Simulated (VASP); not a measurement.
## TaTiTe4: single point with LDA

The system is TaTiTe4.

```
Ta Te Ti
1.0
     3.73631    0.00000    0.00000
    -1.86815    3.23574    0.00000
     0.00000    0.00000   14.13278
Ta Te Ti
1 4 1
Direct
  0.00000 0.00000 0.00000
  0.66667 0.33333 0.87191
  0.66667 0.33333 0.37710
  0.33333 0.66667 0.62290
  0.33333 0.66667 0.12809
  0.00000 0.00000 0.50000
```

* Program: VASP 6.6.1
* Task: single point
* Functional: LDA
* Potentials or basis: VASP PAW LDA potentials, release 64 (Ta_pv, Te, Ti_sv)
* Cutoff: 520 eV
* k mesh: 6 × 6 × 2
* Occupations: gaussian, width 0.05 eV
* Spin: collinear spin, zero start
* Starting moments: [0.0, 0.0, 0.0, 0.0, 0.0, 0.0] μB

```json
{
  "Pressure": "-4.5 GPa",
  "Largest force": "0.445 eV/Å",
  "Net moment": "0.00 μB per cell",
  "Valence electrons inside the program's atomic spheres": "Ta 8.72; Te 3.42, 3.43 (each value once); Ti 10.18"
}
```

Forces on the atoms (eV/Å):
```
Ta   0.000  0.000  0.000
Te   0.000  0.000  0.445
Te   0.000  0.000  0.344
Te   0.000  0.000 -0.344
Te   0.000  0.000 -0.445
Ti   0.000  0.000  0.000
```

Stress tensor (GPa, compression positive):
```
-4.42  0.00  0.00
 0.00 -4.42  0.00
 0.00  0.00 -4.80
```

Levels at points of the mesh, in eV from the Fermi level:
Spin up:
| k point | band 20 | band 21 | band 22 | band 23 | band 24 | band 25 | band 26 | band 27 |
| --- | --- | --- | --- | --- | --- | --- | --- | --- |
| (0.00, 0.00, 0.00) | -0.20 | -0.03 | -0.03 | 0.48 | 0.48 | 0.55 | 0.55 | 0.72 |
| (0.50, 0.00, 0.00) | -1.69 | -1.45 | -1.14 | -1.08 | -0.57 | -0.10 | 1.25 | 1.49 |
| (0.00, 0.00, 0.50) | -0.03 | -0.03 | 0.25 | 0.48 | 0.48 | 0.56 | 0.56 | 0.69 |
| (0.50, 0.00, 0.50) | -1.90 | -1.71 | -1.10 | -0.95 | -0.60 | -0.09 | 1.25 | 1.49 |
Spin down:
| k point | band 21 | band 22 | band 23 | band 24 | band 25 | band 26 |
| --- | --- | --- | --- | --- | --- | --- |
| (0.00, 0.00, 0.00) | -0.03 | -0.03 | 0.48 | 0.48 | 0.55 | 0.55 |
| (0.50, 0.00, 0.00) | -1.45 | -1.14 | -1.08 | -0.57 | -0.10 | 1.25 |
| (0.00, 0.00, 0.50) | -0.03 | 0.25 | 0.48 | 0.48 | 0.56 | 0.56 |
| (0.50, 0.00, 0.50) | -1.71 | -1.10 | -0.95 | -0.60 | -0.09 | 1.25 |

It took 11 min on 1 thread of Oxide Virtual Turin-like Processor, on a shared host, peak memory 0.3 GiB.

Caveat: the cell stands under tension; no moment was typed at the start, so none could form; spin-orbit coupling is left out, which moves the levels of the heavy elements.
